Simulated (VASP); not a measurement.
**Ca12O: single point with PBE+D3(BJ)**

System: Ca12O, a slab with vacuum.

```
CELL_PARAMETERS angstrom
7.46105 0.00000 0.00000
-2.48702 7.03434 0.00000
0.00000 0.00000 25.09192
ATOMIC_POSITIONS crystal
Ca 0.25000 0.25000 0.33875
Ca 0.25000 0.75000 0.33875
Ca 0.75000 0.25000 0.33875
Ca 0.75000 0.75000 0.33875
Ca 0.48784 0.48675 0.45405
Ca 0.51045 0.99031 0.46143
Ca 0.99083 0.50966 0.45815
Ca 0.01324 0.01201 0.45405
Ca 0.71741 0.78221 0.57006
Ca 0.68991 0.25357 0.57347
Ca 0.24634 0.80987 0.57360
Ca 0.20101 0.29881 0.57603
O 0.54196 0.95783 0.55283
```

| Quantity | Value |
| --- | --- |
| Program | VASP 6.6.1 |
| Task | single point |
| Functional | PBE |
| Dispersion | D3(BJ) |
| Potentials or basis | VASP PAW PBE potentials, release 64 (Ca_sv, O) |
| Cutoff | 520 eV |
| k mesh | 4 × 4 × 1 |
| Occupations | gaussian, width 0.1 eV |
| Spin | no spin polarisation |
| Dipole correction | yes |
| Further INCAR settings | ALGO = Normal; EDIFF = 1e-06; NBANDS = 75 |

```yaml
Largest_force: 0.199 eV/Å
Band_gap_on_the_k_mesh: zero (bands 63 and 64 overlap by 0.08 eV)
Dispersion_energy_per_atom: -0.174 eV
```

Forces on the atoms (eV/Å):
```
Ca   0.011 -0.008 -0.199
Ca   0.029  0.025  0.073
Ca  -0.012 -0.033  0.072
Ca  -0.016  0.011  0.030
Ca   0.003  0.001 -0.003
Ca  -0.016 -0.003 -0.028
Ca  -0.006 -0.003  0.007
Ca   0.004  0.002 -0.002
Ca   0.050 -0.032  0.009
Ca   0.014  0.078  0.028
Ca  -0.067 -0.034  0.019
Ca   0.001 -0.001  0.002
O    0.005 -0.002 -0.006
```

Levels at points of the mesh, in eV from the Fermi level:
```
           k point  band 59  band 60  band 61  band 62  band 63  band 64  band 65  band 66  band 67  band 68
(0.00, 0.00, 0.00)    -0.86    -0.53    -0.42    -0.39    -0.06    -0.01     0.10     0.10     0.18     0.27
(0.50, 0.00, 0.00)    -0.92    -0.73    -0.35    -0.26    -0.01     0.09     0.32     0.38     0.42     0.47
(0.00, 0.50, 0.00)    -0.92    -0.73    -0.35    -0.26    -0.01     0.09     0.32     0.38     0.41     0.47
(0.50, 0.50, 0.00)    -0.84    -0.78    -0.71    -0.46     0.07     0.20     0.31     0.43     0.45     0.45
```

Run time: 15 min on 4 MPI ranks on AMD EPYC 7R13 Processor (Zen 3), with other jobs on the host, peak memory 1.5 GiB a rank.
